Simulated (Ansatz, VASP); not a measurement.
# B: VASP beside Ansatz

```
B
1.0
     2.05463    0.00000    0.00000
     0.00000    2.05463    0.00000
     0.00000    0.00000    5.59272
B
4
Direct
  0.00000 0.00000 0.50000
  0.50000 0.50000 0.25000
  0.50000 0.50000 0.75000
  0.00000 0.00000 0.00000
```

Alike in both runs: functional PBE; k mesh 8 × 8 × 4; occupations gaussian, width 0.1 eV; no spin polarisation.

Ansatz relaxed the structure, and its values are those at the end. VASP's run is a single point on that final structure, the one shown.

|  | VASP | Ansatz |
| --- | --- | --- |
| version | VASP 6.6.1 | Ansatz 0.2.0 |
| potentials or method | VASP PAW PBE potentials, release 64 (B), cutoff 520 eV | scalar-relativistic, plane waves, PAW |
| valence electrons in the cell | 12 | 12 |

|  | VASP | Ansatz | Ansatz less VASP |
| --- | --- | --- | --- |
| gap on the k mesh at the Fermi level (eV) | none | none | - |
| pressure (GPa) | 0.0 | 0.0 | -0.02 |

A gap of «none» marks a metal or a gap that the smearing closes.

The k mesh is coarse, so the values compare programs but aren't converged.
